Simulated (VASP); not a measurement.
# BN: single point with HSE06

The system is BN.

```
CELL_PARAMETERS angstrom
2.50058 0.00000 0.00000
-1.25029 2.16557 0.00000
0.00000 0.00000 6.52364
ATOMIC_POSITIONS crystal
B 0.33333 0.66667 0.25000
B 0.66667 0.33333 0.75000
N 0.33333 0.66667 0.75000
N 0.66667 0.33333 0.25000
```

* Program: VASP 6.6.1
* Task: single point
* Functional: HSE06
* Potentials or basis: VASP PAW PBE potentials, release 64 (B, N)
* Cutoff: 520 eV
* k mesh: 6 × 6 × 2
* Occupations: gaussian, width 0.01 eV
* Spin: no spin polarisation
* Dipole correction: no
* Grid for exact exchange (PRECFOCK): Normal
* Further INCAR settings: ALGO = Normal; EDIFF = 1e-07; NBANDS = 16
* Share of exact exchange: 0.25
* Screening parameter: 0.2079 1/Å

* Pressure: -0.3 GPa
* Band gap on the k mesh: 5.57 eV (least direct gap 6.01 eV)

Stress tensor (GPa, compression positive):
```
-1.82  0.00  0.00
 0.00 -1.82  0.00
 0.00  0.00  2.88
```

Levels at points of the mesh, in eV from the valence-band top:
```tsv
k point	band 5	band 6	band 7	band 8	band 9	band 10	band 11	band 12
(0.00, 0.00, 0.00)	-1.57	-1.57	-1.52	-1.52	6.57	12.31	13.33	13.33
(0.50, 0.00, 0.00)	-4.63	-4.54	-1.61	-0.44	5.57	7.19	11.12	11.54
(0.00, 0.00, 0.50)	-1.54	-1.54	-1.54	-1.54	9.24	9.24	13.41	13.41
(0.50, 0.00, 0.50)	-4.58	-4.58	-0.99	-0.99	6.08	6.08	11.56	11.56
```

Run time: 13 min on 1 thread of Intel Xeon 8259CL, on a shared host, peak memory 0.25 GiB.

Caveat: the k points lie up to 0.48 Å⁻¹ apart; the PAW data sets were made with another functional, which shifts forces and pressure a little; this functional lacks dispersion, which binds the layers, so the pressure and a relaxed spacing across them are unreliable. A k mesh can miss the band edges.
